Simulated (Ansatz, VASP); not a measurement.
## One calculation of Be, two programs

File INCAR:

```
ALGO     = Normal         # electronic algorithm
EDIFF    = 1E-7           # SCF threshold, eV
EDIFFG   = -0.001         # ionic threshold
ENCUT    = 600            # plane-wave cutoff, eV
GGA      = PE             # functional
GGA_COMPAT= False        
IBRION   = 2              # ionic algorithm
ISIF     = 3              # what is computed and relaxed
ISMEAR   = -1             # smearing method
IVDW     = 12             # dispersion correction
LASPH    = True           # aspherical terms in the spheres
LCHARG   = False          # write CHGCAR
LREAL    = False          # projectors in reciprocal space
LWAVE    = False          # write WAVECAR
NELM     = 120            # most SCF steps
NELMIN   = 4            
NSW      = 80             # ionic steps
PREC     = Accurate       # precision mode
SIGMA    = 0.15           # smearing width, eV
```

The input KPOINTS:

```
k-points
0
Gamma
  21 21 12
```

POSCAR

```
Be
1.0
    2.2142215394      0.0000000000      0.0000000000
   -1.1071107697      1.9175721027      0.0000000000
    0.0000000000      0.0000000000      3.5000027207
Be
2
Direct
    0.3333333333      0.6666666667      0.2500000000
    0.6666666667      0.3333333333      0.7500000000
```

Input for Ansatz:

```yaml
crystal:
  lattice:
    - [2.2142215395, 0.0, 0.0]
    - [-1.1071107698, 1.9175721028, 0.0]
    - [0.0, 0.0, 3.5000027207]
  atoms:
    - { symbol: Be, position: [0.3333333333, 0.6666666667, 0.25] }
    - { symbol: Be, position: [0.6666666667, 0.3333333333, 0.75] }
basis:
  ecutwfc: 420
kpoints:
  mp_grid: { grid: [21, 21, 12] }
hamiltonian:
  xc: pbe
  dispersion: d3bj
scf:
  occupations: { method: fermi_dirac, width: 0.15 }
output:
  forces: true
  stress: true
  eigenvalues: true
relax:
  adjacent_minimum: "off"
  f_tol: 0.001
  max_steps: 60
  cell: { stress_tol: 0.01 }
```

Alike in both runs: task relaxation of cell and atoms; functional PBE; dispersion D3(BJ); k mesh 21 × 21 × 12; occupations fermi-dirac, width 0.15 eV; no spin polarisation.

|  | VASP | Ansatz |
| --- | --- | --- |
| version | VASP 6.6.1 | Ansatz 0.2.0 |
| potentials or method | VASP PAW PBE potentials, release 64 (Be), cutoff 600 eV | scalar-relativistic, plane waves, PAW |
| valence electrons in the cell | 4 | 4 |

VASP gave:

```
gap on the k mesh at the Fermi level, each at its own relaxed structure (eV) : none
relaxed volume (Å³/atom)                                                     : 7.44
relaxed cell length with the largest relative difference (Å)                 : 3.500
```

Problem. Which values does Ansatz return?

Solution. gap on the k mesh at the Fermi level, each at its own relaxed structure (eV): none; relaxed volume (Å³/atom): 7.43; relaxed cell length with the largest relative difference (Å): 3.498.

A gap of «none» marks a metal or a gap that the smearing closes.
